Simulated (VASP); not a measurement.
# AlN (Cmcm) in VASP: notebook

AlN is run at these levels: LDA; tasks: single point.

All numbers are computed with VASP 6.6.1; they aren't measurements. Logs are shortened: lines on timing, memory, paths and dates and some standing lists are left out, and cuts for length are marked.

**1. The cell of the first run**

The structure is orthorhombic, space group Cmcm (No. 63). Conventional cell: a = 3.911 Å, b = 3.911 Å, c = 3.911 Å, α = 90.00°, β = 90.00°, γ = 90.00°. Al (site symmetry m2m) has 6 N at 1.89 to 2.02 Å within 2.5 Å. N (site symmetry m2m) has 6 Al at 1.89 to 2.02 Å within 2.5 Å.

**2. Single point, LDA (atoms displaced along a vibrational mode, the cell strained)**

INCAR reads:

```
PREC = Accurate
ENCUT = 520
EDIFF = 1E-6
ISMEAR = 0
SIGMA = 0.05
LREAL = F
LASPH = T
NELM = 80
ALGO = Normal
ISIF = 2
LWAVE = F
LCHARG = F
NBANDS = 16
```

KPOINTS reads:

```
regular mesh
0
Gamma
  8 8 6
```

POSCAR reads:

```
AlN
1.0
    0.0000000000     -1.9553821214     -1.9553821214
    0.0000000000      1.9553821214     -1.9553821214
    3.9107642427      0.0000000000      0.0000000000
Al N
2 2
Direct
    0.5279229310      0.4720770690      0.0000000000
   -0.0279229310      0.0279229310      0.5000000000
    0.4885639493      0.5114360507      0.5000000000
    0.0114360507      0.9885639493      0.0000000000
```

Potentials or basis: VASP PAW LDA potentials, release 64 (Al, N).

Launch:

```
$ cat potpaw_LDA.64/Al/POTCAR potpaw_LDA.64/N/POTCAR > POTCAR
$ mpirun -np 1 vasp_std > vasp.out
```

OUTCAR:

```text
PREC = Accurate
   ENCUT = 520
   EDIFF = 1E-6
   ISMEAR = 0
   LREAL = F
   LASPH = T
   NELM = 80
   ISIF = 2

 ion  position               nearest neighbor table
   1  0.528  0.472  0.000-   4 1.89   4 1.96   4 1.96   3 1.96   3 1.96   4 2.02   2 2.62   2 2.62
                             2 2.77   2 2.77   2 2.77   2 2.77   2 2.92   2 2.92
   2  0.972  0.028  0.500-   3 1.89   3 1.96   3 1.96   4 1.96   4 1.96   3 2.02   1 2.62   1 2.62
                             1 2.77   1 2.77   1 2.77   1 2.77   1 2.92   1 2.92
   3  0.489  0.511  0.500-   2 1.89   2 1.96   2 1.96   1 1.96   1 1.96   2 2.02
   4  0.011  0.989  0.000-   1 1.89   1 1.96   1 1.96   2 1.96   2 1.96   1 2.02

  LATTYP: Found a simple tetragonal cell.
 ALAT       =     2.7653279157
 C/A-ratio  =     1.4142135623

  Lattice vectors:

 A1 = (   0.0000000000,  -1.9553821214,  -1.9553821214)
 A2 = (   0.0000000000,   1.9553821214,  -1.9553821214)
 A3 = (   3.9107642427,   0.0000000000,   0.0000000000)

Analysis of symmetry for initial positions (statically):
=====================================================================
 Subroutine PRICEL returns:
 Original cell was already a primitive cell.

 Routine SETGRP: Setting up the symmetry group for a
 simple tetragonal supercell.

 Subroutine GETGRP returns: Found  8 space group operations
 (whereof  4 operations were pure point group operations)
 out of a pool of 16 trial point group operations.

The static configuration has the point symmetry C_2v.
 The point group associated with its full space group is D_2h.

Analysis of symmetry for dynamics (positions and initial velocities):
=====================================================================
 Subroutine PRICEL returns:
 Original cell was already a primitive cell.

 Routine SETGRP: Setting up the symmetry group for a
 simple tetragonal supercell.

 Subroutine GETGRP returns: Found  8 space group operations
 (whereof  4 operations were pure point group operations)
 out of a pool of 16 trial point group operations.

The dynamic configuration has the point symmetry C_2v.
 The point group associated with its full space group is D_2h.

 Subroutine INISYM returns: Found  8 space group operations
 (whereof  4 operations are pure point group operations),
 and found     1 'primitive' translations

----------------------------------------------------------------------------------------

                                     Primitive cell

  volume of cell :      29.9058

  direct lattice vectors                    reciprocal lattice vectors
     0.000000000 -1.955382121 -1.955382121     0.000000000 -0.255704496 -0.255704496
     0.000000000  1.955382121 -1.955382121     0.000000000  0.255704496 -0.255704496
     3.910764243  0.000000000  0.000000000     0.255704496  0.000000000  0.000000000

  length of vectors
     2.765327916  2.765327916  3.910764243     0.361620766  0.361620766  0.255704496

  position of ions in fractional coordinates (direct lattice)
     0.527922931  0.472077069  0.000000000
     0.972077069  0.027922931  0.500000000
     0.488563949  0.511436051  0.500000000
     0.011436051  0.988563949  0.000000000

  ion indices of the primitive-cell ions
   primitive index   ion index
                 1           1
                 2           2
                 3           3
                 4           4

----------------------------------------------------------------------------------------

 KPOINTS: regular mesh

Automatic generation of k-mesh.
 Grid dimensions read from file:
 generate k-points for:    8    8    6

 Generating k-lattice:

  Cartesian coordinates                     Fractional coordinates (reciprocal lattice)
     0.000000000 -0.031963062 -0.031963062     0.125000000  0.000000000  0.000000000
     0.000000000  0.031963062 -0.031963062     0.000000000  0.125000000  0.000000000
     0.042617416  0.000000000  0.000000000     0.000000000  0.000000000  0.166666667

  Length of vectors
     0.045202596  0.045202596  0.042617416

  Shift w.r.t. Gamma in fractional coordinates (k-lattice)
     0.000000000  0.000000000  0.000000000

 Subroutine IBZKPT returns following result:
 ===========================================

 Found     84 irreducible k-points:

 Following reciprocal coordinates:
            Coordinates               Weight
  0.000000  0.000000  0.000000      1.000000
  0.125000  0.000000  0.000000      4.000000
  0.250000  0.000000  0.000000      4.000000
  0.375000  0.000000  0.000000      4.000000
  0.500000  0.000000  0.000000      2.000000
  0.125000  0.125000  0.000000      2.000000
[... 16 lines left out ...]
  0.125000  0.000000  0.166667      8.000000
  0.250000  0.000000  0.166667      8.000000
 [... further k-points ...]
   k-points           NKPTS =     84   k-points in BZ     NKDIM =     84   number of bands    NBANDS=     16
   number of dos      NEDOS =    301   number of ions     NIONS =      4
   total plane-waves  NPLWV =  17280
   dimension x,y,z NGX =    24 NGY =   24 NGZ =   30
   dimension x,y,z NGXF=    48 NGYF=   48 NGZF=   60
   ions per type =               2   2
   NGX,Y,Z   is equivalent  to a cutoff of  14.43, 14.43, 12.75 a.u.
   NGXF,Y,Z  is equivalent  to a cutoff of  28.86, 28.86, 25.51 a.u.
 SYSTEM =  unknown system
   PREC   = accura    normal or accurate (medium, high low for compatibility)
   ISTART =      0    job   : 0-new  1-cont  2-samecut
   ICHARG =      2    charge: 1-file 2-atom 10-const
   ISPIN  =      1    spin polarized calculation?
   LNONCOLLINEAR =      F non collinear calculations
   LSORBIT =      F    spin-orbit coupling
   LASPH  =      T    aspherical Exc in radial PAW
   ENCUT  =  520.0 eV  38.22 Ry    6.18 a.u.   5.14  5.14  7.27*2*pi/ulx,y,z
   NELM   =     80;   NELMIN=  2; NELMDL= -5     # of ELM steps
   EDIFF  = 0.1E-05   stopping-criterion for ELM
   LREAL  =      F    real-space projection
   EDIFFG = 0.1E-04   stopping-criterion for IOM
   NSW    =      0    number of steps for IOM
   IBRION =     -1    ionic relax: 0-MD 1-quasi-New 2-CG
   NFREE  =      0    steps in history (QN), initial steepest desc. (CG)
   ISIF   =      2    stress and relaxation
   ISYM   =      2    0-nonsym 1-usesym 2-fastsym
   POTIM  = 0.5000    time-step for ionic-motion
   TEBEG  =    0.0;   TEEND  =   0.0 temperature during run
   PSTRESS=    0.0 pullay stress
   NELECT =      16.0000    total number of electrons
   NUPDOWN=      -1.0000    fix difference up-down
   EMIN   =  10.00;   EMAX   =-10.00  energy-range for DOS
   EFERMI =   0.00;   METHOD = LEGACY
   ISMEAR =     0;   SIGMA  =   0.05  broadening in eV -4-tet -1-fermi 0-gaus
   EFERMI_NEDOS =   21; number of points for ismear=-14 and -15
   IALGO  =     38    algorithm
   IMIX   =      4    mixing-type and parameters
     AMIX     =   0.40;   BMIX     =  1.00
     AMIX_MAG =   1.60;   BMIX_MAG =  1.00
  volume/ion in A,a.u.               =       7.48        50.45
  Fermi-wavevector in a.u.,A,eV,Ry     =   1.329015  2.511474 24.031707  1.766281
  Thomas-Fermi vector in A             =   2.458209
   LORBIT       =      0    0 simple, 1 ext, 2 COOP (PROOUT), +10 PAW based schemes
   GGA     = CA    functional components
   LHFCALC =     F    Hartree Fock is set to
   AEXX    =    0.0000 exact exchange contribution
   IVDW    =     0    specifies the selected vdW correction
   LEPSILON=     F    determine dielectric tensor
   LRPA    =     F    only Hartree local field effects (RPA)
 non-spin polarized calculation
 Gauss-broadening in eV      SIGMA  =   0.05
  energy-cutoff  :      520.00
  volume of cell :       29.91
 maximum number of plane-waves:       830
 NGX is ok and might be reduce to    24
   NGX = 11   NGY = 11   NGZ = 15

 number of electron      15.9999998 magnetization

 Free energy of the ion-electron system (eV)
  ---------------------------------------------------
  ext. energy  EPLUGINS =         0.00000000
  ---------------------------------------------------
  free energy    TOTEN  =       -32.10677852 eV

  energy without entropy =      -32.10677852  energy(sigma->0) =      -32.10677852

 E-fermi :  11.3437     XC(G=0): -13.0491

 val. band max:       11.0808795948   @ k =   0.0000   0.0000   0.0000
 cond. band min:      15.9862489102   @ k =   0.5000   0.5000   0.0000
 fundamental gap:      4.9053693154
 Fermi energy:        11.3437179414

 k-point     1 :       0.0000    0.0000    0.0000
  band No.  band energies     occupation
      1      -7.2891      2.00000
      2      -2.3790      2.00000
      3       2.9621      2.00000
      4       7.9911      2.00000
      5       7.9923      2.00000
      6      11.0092      2.00000
[... 8 lines left out ...]
     15      26.5595      0.00000
     16      28.6751      0.00000

 k-point     2 :       0.1250    0.0000    0.0000
  band No.  band energies     occupation
      1      -7.0526      2.00000
      2      -2.3334      2.00000
      3       3.1947      2.00000
      4       6.8837      2.00000
      5       8.1231      2.00000
      6      10.0991      2.00000
[... 8 lines left out ...]
     15      26.1111      0.00000
     16      27.4780      0.00000

 k-point     3 :       0.2500    0.0000    0.0000
  band No.  band energies     occupation
      1      -6.3617      2.00000
      2      -2.3521      2.00000
      3       3.8835      2.00000
      4       5.1190      2.00000
      5       8.1307      2.00000
      6       8.5499      2.00000
[... 8 lines left out ...]
     15      25.4255      0.00000
     16      25.5539      0.00000
[... 362 lines left out ...]
 k-point    23 :       0.1250    0.0000    0.1667
  band No.  band energies     occupation
      1      -6.8449      2.00000
      2      -2.9018      2.00000
      3       3.7756      2.00000
      4       7.1654      2.00000
      5       8.2636      2.00000
      6       9.2402      2.00000
[... 8 lines left out ...]
     15      25.5730      0.00000
     16      27.1875      0.00000

 k-point    24 :       0.2500    0.0000    0.1667
  band No.  band energies     occupation
      1      -6.1641      2.00000
      2      -2.7347      2.00000
      3       3.6432      2.00000
      4       6.0578      2.00000
      5       7.2061      2.00000
      6       8.6415      2.00000
[... 8 lines left out ...]
     15      24.5940      0.00000
     16      26.2250      0.00000

 [... further k-points ...]

------------------------ aborting loop because EDIFF is reached ----------------------------------------

  FORCE on cell =-STRESS in cart. coord.  units (eV):
  Direction    XX          YY          ZZ          XY          YZ          ZX
  --------------------------------------------------------------------------------------
  -------------------------------------------------------------------------------------
  Total        5.0570513      5.3594653      4.5366487      0.0000000      0.0000000      0.0000000
  in kB      270.9274604    287.1290494    243.0473138      0.0000000      0.0000000      0.0000000
  external PRESSURE =     267.0346079 kB  Pullay stress =       0.0000000 kB

 VOLUME and BASIS-vectors are now :
 -----------------------------------------------------------------------------
  energy-cutoff  :      520.00
  volume of cell :       29.91
      direct lattice vectors                 reciprocal lattice vectors
     0.000000000 -1.955382121 -1.955382121     0.000000000 -0.255704496 -0.255704496
     0.000000000  1.955382121 -1.955382121     0.000000000  0.255704496 -0.255704496
     3.910764243  0.000000000  0.000000000     0.255704496  0.000000000  0.000000000

 POSITION                                       TOTAL-FORCE (eV/Angst)
 -----------------------------------------------------------------------------------
      0.00000     -0.10920     -1.95538         0.000000      1.570357      0.000000
      1.95538     -1.84618     -1.95538         0.000000     -1.570357      0.000000
      1.95538      0.04472     -1.95538         0.000000     -0.050995      0.000000
      0.00000      1.91066     -1.95538         0.000000      0.050995      0.000000
 -----------------------------------------------------------------------------------
    total drift:                                0.000000     -0.000000      0.000000

  FREE ENERGIE OF THE ION-ELECTRON SYSTEM (eV)
  ---------------------------------------------------
  free  energy   TOTEN  =       -32.1067785200 eV

  energy  without entropy=      -32.1067785200  energy(sigma->0) =      -32.10677852
```

Wall time 16 s (1 thread of Intel Xeon Platinum 8488C (Sapphire Rapids), shared host); peak memory 0.15 GiB.

Results:

```yaml
Free_energy: -32.1068 eV
Pressure: 26.7 GPa
Largest_force: 1.570 eV/Å
Band_gap_on_the_k_mesh: 4.91 eV (least direct gap 4.99 eV)
```

Forces in eV/Å, atoms in the order of the input:
```
Al   0.000  1.570  0.000
Al   0.000 -1.570  0.000
N    0.000 -0.051  0.000
N    0.000  0.051  0.000
```

Caveat: the cell differs from its parent crystal (atoms displaced along a vibrational mode, the cell strained); the cell stands under pressure; forces of over 1 eV/Å act on the atoms, so gaps and moduli don't describe the material at rest. A k mesh can miss the band edges.

**3. Single point, LDA (atoms displaced along a vibrational mode, the cell strained)**

INCAR reads:

```
ALGO = Normal
EDIFF = 1E-7
ENCUT = 520
ISIF = 2
ISMEAR = 0
LASPH = True
LCHARG = False
LREAL = False
LWAVE = False
NBANDS = 16
NELM = 100
PREC = Accurate
SIGMA = 0.05
```

KPOINTS reads:

```
k-points
0
Gamma
  8 8 6
```

POSCAR reads:

```
AlN
1.0
    0.0000000000     -1.9553821214     -1.9553821214
    0.0000000000      1.9553821214     -1.9553821214
    3.9107642427      0.0000000000      0.0000000000
Al N
2 2
Direct
    0.5167537586      0.4832462414      0.0000000000
   -0.0167537586      0.0167537586      0.5000000000
    0.4931383696      0.5068616304      0.5000000000
    0.0068616304      0.9931383696      0.0000000000
```

Potentials or basis: VASP PAW LDA potentials, release 64 (Al, N).

Launch:

```
$ cat potpaw_LDA.64/Al/POTCAR potpaw_LDA.64/N/POTCAR > POTCAR
$ mpirun -np 1 vasp_std > vasp.out
```

It took 18 s on 1 thread of Intel Xeon Platinum 8488C (Sapphire Rapids), shared host; peak memory 0.15 GiB.

It converged, with:

| Property | Result |
| --- | --- |
| Free energy | -32.2173 eV |
| Pressure | 25.8 GPa |
| Largest force | 0.927 eV/Å |
| Band gap on the k mesh | 4.96 eV |

Forces in eV/Å, atoms in the order of the input:
```
Al   0.000  0.927  0.000
Al   0.000 -0.927  0.000
N    0.000 -0.038  0.000
N    0.000  0.038  0.000
```

Stress tensor (GPa, compression positive):
```
25.96  0.00  0.00
 0.00 26.57  0.00
 0.00  0.00 24.98
```

Levels at points of the mesh, in eV from the valence-band top:
```csv
k point,band 6,band 7,band 8,band 9,band 10,band 11
"(0.00, 0.00, 0.00)",-0.03,-0.01,0.00,4.99,5.46,7.26
"(0.50, 0.00, 0.00)",-4.60,-1.36,-1.30,8.84,9.16,10.69
"(0.50, 0.50, 0.00)",-3.09,-3.08,-3.08,4.96,4.99,5.43
"(0.00, 0.00, 0.50)",-1.82,-1.82,-1.82,7.31,7.31,8.83
"(0.50, 0.00, 0.50)",-1.29,-1.28,-1.28,6.75,6.75,11.60
"(0.50, 0.50, 0.50)",-6.31,-4.22,-4.22,8.98,8.98,11.13
```

Caveat: the cell differs from its parent crystal (atoms displaced along a vibrational mode, the cell strained); the cell stands under pressure. A k mesh can miss the band edges.

**4. Single point, LDA (atoms displaced along a vibrational mode, the cell strained)**

INCAR reads:

```
SYSTEM = AlN
  ALGO = Normal
  EDIFF = 1E-7
  ENCUT = 520
  ISIF = 2
  ISMEAR = 0
  LASPH = .TRUE.
  LCHARG = .FALSE.
  LREAL = .FALSE.
  LWAVE = .FALSE.
  NBANDS = 16
  NELM = 80
  PREC = Accurate
  SIGMA = 0.05
```

KPOINTS reads:

```
k-points
0
G
  8 8 6
  0 0 0
```

POSCAR reads:

```
AlN
1.0
    0.0000000000     -1.9553821214     -1.9553821214
    0.0000000000      1.9553821214     -1.9553821214
    3.9107642427      0.0000000000      0.0000000000
Al N
2 2
Direct
    0.5223383448      0.4776616552      0.0000000000
   -0.0223383448      0.0223383448      0.5000000000
    0.4908511594      0.5091488406      0.5000000000
    0.0091488406      0.9908511594      0.0000000000
```

Launch:

```
$ cat potpaw_LDA.64/Al/POTCAR potpaw_LDA.64/N/POTCAR > POTCAR
$ mpirun -np 1 vasp_std > vasp.out
```

Run time: 18 s. Hardware: 1 thread of Intel Xeon Platinum 8488C (Sapphire Rapids), shared host; peak memory 0.15 GiB.

It converged, with:

```
Free energy            : -32.1691 eV
Pressure               : 26.2 GPa
Largest force          : 1.245 eV/Å
Band gap on the k mesh : 4.94 eV (least direct gap 4.99 eV)
```

Forces in eV/Å, atoms in the order of the input:
```
Al   0.000  1.245  0.000
Al   0.000 -1.245  0.000
N    0.000 -0.046  0.000
N    0.000  0.046  0.000
```

Stress tensor (GPa, compression positive):
```
26.45  0.00  0.00
 0.00 27.51  0.00
 0.00  0.00 24.68
```

Levels at points of the mesh, in eV from the valence-band top:
| k point | band 5 | band 6 | band 7 | band 8 | band 9 | band 10 | band 11 | band 12 |
| --- | --- | --- | --- | --- | --- | --- | --- | --- |
| (0.00, 0.00, 0.00) | -3.09 | -0.05 | -0.02 | 0.00 | 4.99 | 5.46 | 7.24 | 12.10 |
| (0.50, 0.00, 0.00) | -4.65 | -4.59 | -1.38 | -1.29 | 8.77 | 9.18 | 10.57 | 11.37 |
| (0.50, 0.50, 0.00) | -3.09 | -3.09 | -3.08 | -3.08 | 4.94 | 4.98 | 5.40 | 5.45 |
| (0.00, 0.00, 0.50) | -1.82 | -1.82 | -1.82 | -1.82 | 7.30 | 7.30 | 8.81 | 8.81 |
| (0.50, 0.00, 0.50) | -1.29 | -1.29 | -1.27 | -1.27 | 6.73 | 6.73 | 11.57 | 11.57 |
| (0.50, 0.50, 0.50) | -6.31 | -6.31 | -4.21 | -4.21 | 8.94 | 8.94 | 11.11 | 11.11 |

Caveat: the cell differs from its parent crystal (atoms displaced along a vibrational mode, the cell strained); the cell stands under pressure; forces of over 1 eV/Å act on the atoms, so gaps and moduli don't describe the material at rest.

**5. The runs side by side**

```csv
cell,gap on the mesh (eV),pressure (GPa),largest force (eV/Å)
"as given, atomic positions A",4.91,26.7,1.57
"as given, atomic positions B",4.96,25.8,0.93
"as given, atomic positions C",4.94,26.2,1.25
```

Alike in all rows: task single point; level LDA; potentials or basis VASP PAW LDA potentials, release 64 (Al, N); no spin polarisation; k mesh 8 × 8 × 6; cutoff (eV) 520; smearing gaussian 0.05 eV.

Caveats: the cell stands under pressure; forces of over 1 eV/Å act on the atoms, so gaps and moduli don't describe the material at rest (at least some runs).

Absolute energies hang on the potentials; compare differences alone.
